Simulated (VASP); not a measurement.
# AlIn2As3 (P3m1) in VASP: single point with PBE

Aim: the single point of AlIn2As3 with PBE.

Program: VASP 6.6.1. These are calculated values, not measurements. Logs are shortened: lines on timing, memory, paths and dates and some standing lists are left out, and cuts for length are marked.

## Step 1: The cell of the first run

The structure is trigonal, space group P3m1 (No. 156). The conventional cell has a = 4.263 Å, b = 4.263 Å, c = 10.463 Å, α = 90.00°, β = 90.00°, γ = 120.00°. Al (site symmetry 3m) has 4 As at 2.47 to 2.57 Å within 3.3 Å. Within 3.5 Å of In (site symmetry 3m) lie 4 As at 2.64 to 2.68 Å. Within 3.5 Å of In (site symmetry 3m) lie 4 As at 2.64 to 2.66 Å. Within 3.4 Å of As (site symmetry 3m) lie 3 Al at 2.57 Å and 1 In at 2.68 Å. Within 3.3 Å of As (site symmetry 3m) lie 1 Al at 2.47 Å and 3 In at 2.64 Å. Within 3.5 Å of As (site symmetry 3m) lie 4 In at 2.64 to 2.66 Å.

## Step 2: Single point, PBE

INCAR

```
  PREC = Accurate
  ENCUT = 500
  EDIFF = 1E-6
  ISMEAR = 0
  SIGMA = 0.1
  LREAL = False
  LASPH = True
  NELM = 120
  ALGO = Normal
  ISIF = 2
  LWAVE = False
  LCHARG = False
  GGA = PE
  NBANDS = 31
  GGA_COMPAT = False
```

KPOINTS

```
regular mesh
0
Gamma
  12 12 4
```

POSCAR

```
AlIn2As3
1.0
    4.2628181026      0.0000000000      0.0000000000
   -2.1314090513      3.6917087685      0.0000000000
    0.0000000000      0.0000000000     10.4631440928
Al In As
1 2 3
Direct
    0.0000000000      0.0000000000      0.9998682018
    0.6666666667      0.3333333333      0.6737869240
    0.3333333333      0.6666666667      0.3276171071
    0.6666666667      0.3333333333      0.9303284542
    0.0000000000      0.0000000000      0.2362862070
    0.3333333333      0.6666666667      0.5821131059
```

Potentials or basis: VASP PAW PBE potentials, release 64 (Al, In_d, As).

Command:

```console
$ cat potpaw_PBE.64/Al/POTCAR potpaw_PBE.64/In_d/POTCAR potpaw_PBE.64/As/POTCAR > POTCAR
$ mpirun -np 1 vasp_std > vasp.out
```

OUTCAR:

```text
PREC = Accurate
   ENCUT = 500
   EDIFF = 1E-6
   ISMEAR = 0
   LREAL = False
   LASPH = True
   NELM = 120
   ISIF = 2
   GGA = PE

 ion  position               nearest neighbor table
   1  0.000  0.000  1.000-   5 2.47   4 2.57   4 2.57   4 2.57
   2  0.667  0.333  0.674-   6 2.64   6 2.64   6 2.64   4 2.68
   3  0.333  0.667  0.328-   5 2.64   5 2.64   5 2.64   6 2.66
   4  0.667  0.333  0.930-   1 2.57   1 2.57   1 2.57   2 2.68
   5  0.000  0.000  0.236-   1 2.47   3 2.64   3 2.64   3 2.64
   6  0.333  0.667  0.582-   2 2.64   2 2.64   2 2.64   3 2.66

  LATTYP: Found a hexagonal cell.
 ALAT       =     4.2628181026
 C/A-ratio  =     2.4545133855

  Lattice vectors:

 A1 = (   4.2628181026,   0.0000000000,   0.0000000000)
 A2 = (  -2.1314090513,   3.6917087685,   0.0000000000)
 A3 = (   0.0000000000,   0.0000000000,  10.4631440928)

Analysis of symmetry for initial positions (statically):
=====================================================================
 Subroutine PRICEL returns:
 Original cell was already a primitive cell.

 Routine SETGRP: Setting up the symmetry group for a
 hexagonal supercell.

 Subroutine GETGRP returns: Found  6 space group operations
 (whereof  6 operations were pure point group operations)
 out of a pool of 24 trial point group operations.

The static configuration has the point symmetry C_3v.

Analysis of symmetry for dynamics (positions and initial velocities):
=====================================================================
 Subroutine PRICEL returns:
 Original cell was already a primitive cell.

 Routine SETGRP: Setting up the symmetry group for a
 hexagonal supercell.

 Subroutine GETGRP returns: Found  6 space group operations
 (whereof  6 operations were pure point group operations)
 out of a pool of 24 trial point group operations.

The dynamic configuration has the point symmetry C_3v.

 Subroutine INISYM returns: Found  6 space group operations
 (whereof  6 operations are pure point group operations),
 and found     1 'primitive' translations

----------------------------------------------------------------------------------------

                                     Primitive cell

  volume of cell :     164.6594

  direct lattice vectors                    reciprocal lattice vectors
     4.262818103  0.000000000  0.000000000     0.234586599  0.135438636  0.000000000
    -2.131409051  3.691708768  0.000000000     0.000000000  0.270877272  0.000000000
     0.000000000  0.000000000 10.463144093     0.000000000  0.000000000  0.095573567

  length of vectors
     4.262818103  4.262818103 10.463144093     0.270877272  0.270877272  0.095573567

  position of ions in fractional coordinates (direct lattice)
     0.000000000  0.000000000  0.999868202
     0.666666667  0.333333333  0.673786924
     0.333333333  0.666666667  0.327617107
     0.666666667  0.333333333  0.930328454
     0.000000000  0.000000000  0.236286207
     0.333333333  0.666666667  0.582113106

  ion indices of the primitive-cell ions
   primitive index   ion index
                 1           1
                 2           2
                 3           3
                 4           4
                 5           5
                 6           6

----------------------------------------------------------------------------------------

 KPOINTS: regular mesh

Automatic generation of k-mesh.
 Grid dimensions read from file:
 generate k-points for:   12   12    4

 Generating k-lattice:

  Cartesian coordinates                     Fractional coordinates (reciprocal lattice)
     0.019548883  0.011286553  0.000000000     0.083333333  0.000000000  0.000000000
     0.000000000  0.022573106  0.000000000     0.000000000  0.083333333  0.000000000
     0.000000000  0.000000000  0.023893392     0.000000000  0.000000000  0.250000000

  Length of vectors
     0.022573106  0.022573106  0.023893392

  Shift w.r.t. Gamma in fractional coordinates (k-lattice)
     0.000000000  0.000000000  0.000000000

 Subroutine IBZKPT returns following result:
 ===========================================

 Found     69 irreducible k-points:

 Following reciprocal coordinates:
            Coordinates               Weight
  0.000000  0.000000  0.000000      1.000000
  0.083333 -0.000000  0.000000      6.000000
  0.166667 -0.000000  0.000000      6.000000
  0.250000 -0.000000  0.000000      6.000000
  0.333333  0.000000  0.000000      6.000000
  0.416667 -0.000000  0.000000      6.000000
[... 16 lines left out ...]
  0.166667 -0.000000  0.250000      6.000000
  0.000000  0.166667  0.250000      6.000000
 [... further k-points ...]
   k-points           NKPTS =     69   k-points in BZ     NKDIM =     69   number of bands    NBANDS=     31
   number of dos      NEDOS =    301   number of ions     NIONS =      6
   total plane-waves  NPLWV =  81920
   dimension x,y,z NGX =    32 NGY =   32 NGZ =   80
   dimension x,y,z NGXF=    64 NGYF=   64 NGZF=  160
   ions per type =               1   2   3
   NGX,Y,Z   is equivalent  to a cutoff of  12.48, 12.48, 12.71 a.u.
   NGXF,Y,Z  is equivalent  to a cutoff of  24.96, 24.96, 25.42 a.u.
 SYSTEM =  unknown system
   PREC   = accura    normal or accurate (medium, high low for compatibility)
   ISTART =      0    job   : 0-new  1-cont  2-samecut
   ICHARG =      2    charge: 1-file 2-atom 10-const
   ISPIN  =      1    spin polarized calculation?
   LNONCOLLINEAR =      F non collinear calculations
   LSORBIT =      F    spin-orbit coupling
   LASPH  =      T    aspherical Exc in radial PAW
   ENCUT  =  500.0 eV  36.75 Ry    6.06 a.u.   7.77  7.77 19.08*2*pi/ulx,y,z
   NELM   =    120;   NELMIN=  2; NELMDL= -5     # of ELM steps
   EDIFF  = 0.1E-05   stopping-criterion for ELM
   LREAL  =      F    real-space projection
   EDIFFG = 0.1E-04   stopping-criterion for IOM
   NSW    =      0    number of steps for IOM
   IBRION =     -1    ionic relax: 0-MD 1-quasi-New 2-CG
   NFREE  =      0    steps in history (QN), initial steepest desc. (CG)
   ISIF   =      2    stress and relaxation
   ISYM   =      2    0-nonsym 1-usesym 2-fastsym
   POTIM  = 0.5000    time-step for ionic-motion
   TEBEG  =    0.0;   TEEND  =   0.0 temperature during run
   PSTRESS=    0.0 pullay stress
   NELECT =      44.0000    total number of electrons
   NUPDOWN=      -1.0000    fix difference up-down
   EMIN   =  10.00;   EMAX   =-10.00  energy-range for DOS
   EFERMI =   0.00;   METHOD = LEGACY
   ISMEAR =     0;   SIGMA  =   0.10  broadening in eV -4-tet -1-fermi 0-gaus
   EFERMI_NEDOS =   21; number of points for ismear=-14 and -15
   IALGO  =     38    algorithm
   IMIX   =      4    mixing-type and parameters
     AMIX     =   0.40;   BMIX     =  1.00
     AMIX_MAG =   1.60;   BMIX_MAG =  1.00
  volume/ion in A,a.u.               =      27.44       185.20
  Fermi-wavevector in a.u.,A,eV,Ry     =   1.054460  1.992641 15.128135  1.111887
  Thomas-Fermi vector in A             =   2.189621
   LORBIT       =      0    0 simple, 1 ext, 2 COOP (PROOUT), +10 PAW based schemes
   GGA     = PE    functional components
   LHFCALC =     F    Hartree Fock is set to
   AEXX    =    0.0000 exact exchange contribution
   IVDW    =     0    specifies the selected vdW correction
   LEPSILON=     F    determine dielectric tensor
   LRPA    =     F    only Hartree local field effects (RPA)
 non-spin polarized calculation
 Gauss-broadening in eV      SIGMA  =   0.10
  energy-cutoff  :      500.00
  volume of cell :      164.66
 maximum number of plane-waves:      4209
   NGX = 15   NGY = 15   NGZ = 39

 number of electron      44.0000006 magnetization

 Free energy of the ion-electron system (eV)
  ---------------------------------------------------
  ext. energy  EPLUGINS =         0.00000000
  ---------------------------------------------------
  free energy    TOTEN  =       -24.67578747 eV

  energy without entropy =      -24.67537265  energy(sigma->0) =      -24.67558006

 E-fermi :   4.0042     XC(G=0):  -8.8583

 val. band max:        3.9615260721   @ k =   0.0000   0.0000   0.0000
 cond. band min:       4.7184965361   @ k =   0.0000   0.0000   0.2500
 fundamental gap:      0.7569704640
 Fermi energy:         4.0041831294

 k-point     1 :       0.0000    0.0000    0.0000
  band No.  band energies     occupation
      1     -10.4044      2.00000
      2     -10.3468      2.00000
      3     -10.3350      2.00000
      4     -10.3350      2.00000
      5     -10.3059      2.00000
      6     -10.3059      2.00000
[... 23 lines left out ...]
     30       8.3334      0.00000
     31       8.8466      0.00000

 k-point     2 :       0.0833   -0.0000    0.0000
  band No.  band energies     occupation
      1     -10.4084      2.00000
      2     -10.3536      2.00000
      3     -10.3324      2.00000
      4     -10.3321      2.00000
      5     -10.3051      2.00000
      6     -10.3028      2.00000
[... 23 lines left out ...]
     30       8.4847      0.00000
     31       8.6630      0.00000

 k-point     3 :       0.1667   -0.0000    0.0000
  band No.  band energies     occupation
      1     -10.4201      2.00000
      2     -10.3721      2.00000
      3     -10.3258      2.00000
      4     -10.3246      2.00000
      5     -10.3015      2.00000
      6     -10.2946      2.00000
[... 23 lines left out ...]
     30       8.5693      0.00000
     31       8.8892      0.00000

 k-point     4 :       0.2500   -0.0000    0.0000
  band No.  band energies     occupation
      1     -10.4373      2.00000
      2     -10.3967      2.00000
      3     -10.3179      2.00000
      4     -10.3153      2.00000
      5     -10.2946      2.00000
      6     -10.2841      2.00000
[... 635 lines left out ...]
     30       8.5009      0.00000
     31       8.5130      0.00000

 k-point    23 :       0.1667   -0.0000    0.2500
  band No.  band energies     occupation
      1     -10.4197      2.00000
      2     -10.3732      2.00000
      3     -10.3249      2.00000
      4     -10.3246      2.00000
      5     -10.3017      2.00000
      6     -10.2946      2.00000
[... 23 lines left out ...]
     30       8.7834      0.00000
     31       8.9262      0.00000

 k-point    24 :       0.0000    0.1667    0.2500
  band No.  band energies     occupation
      1     -10.4198      2.00000
      2     -10.3728      2.00000
      3     -10.3253      2.00000
      4     -10.3246      2.00000
      5     -10.3016      2.00000
      6     -10.2946      2.00000
[... 23 lines left out ...]
     30       8.5599      0.00000
     31       8.9809      0.00000

 [... further k-points ...]
[... 5 lines left out ...]
  --------------------------------------------------------------------------------------
  -------------------------------------------------------------------------------------
  Total        0.0706964      0.0706964      0.0737884     -0.0000000     -0.0000000      0.0000000
  in kB        0.6878939      0.6878939      0.7179800     -0.0000000     -0.0000000      0.0000000
  external PRESSURE =       0.6979226 kB  Pullay stress =       0.0000000 kB

 VOLUME and BASIS-vectors are now :
 -----------------------------------------------------------------------------
  energy-cutoff  :      500.00
  volume of cell :      164.66
      direct lattice vectors                 reciprocal lattice vectors
     4.262818103  0.000000000  0.000000000     0.234586599  0.135438636  0.000000000
    -2.131409051  3.691708768  0.000000000     0.000000000  0.270877272  0.000000000
     0.000000000  0.000000000 10.463144093     0.000000000  0.000000000  0.095573567

 POSITION                                       TOTAL-FORCE (eV/Angst)
 -----------------------------------------------------------------------------------
      0.00000      0.00000     10.46177         0.000000      0.000000     -0.003304
      2.13141      1.23057      7.04993         0.000000      0.000000     -0.002189
     -0.00000      2.46114      3.42790        -0.000000     -0.000000      0.000628
      2.13141      1.23057      9.73416        -0.000000      0.000000     -0.004857
      0.00000      0.00000      2.47230         0.000000      0.000000      0.006331
     -0.00000      2.46114      6.09073        -0.000000      0.000000      0.003391
 -----------------------------------------------------------------------------------
    total drift:                               -0.000000      0.000000      0.000335

  FREE ENERGIE OF THE ION-ELECTRON SYSTEM (eV)
  ---------------------------------------------------
  free  energy   TOTEN  =       -24.6757874748 eV

  energy  without entropy=      -24.6753726526  energy(sigma->0) =      -24.67558006
```

It took 5.4 min on 1 thread of Intel Xeon Platinum 8259CL at 2.50GHz (Skylake/Cascade Lake), shared host; peak memory 0.47 GiB.

What came out:

```
Free energy   : -24.6758 eV
Pressure      : 0.1 GPa
Largest force : 0.006 eV/Å
```

Forces on the atoms (eV/Å):
```
Al   0.000  0.000 -0.003
In   0.000  0.000 -0.002
In   0.000  0.000  0.001
As   0.000  0.000 -0.005
As   0.000  0.000  0.006
As   0.000  0.000  0.003
```

Caveat: spin-orbit coupling is left out, which moves the levels of the heavy elements.
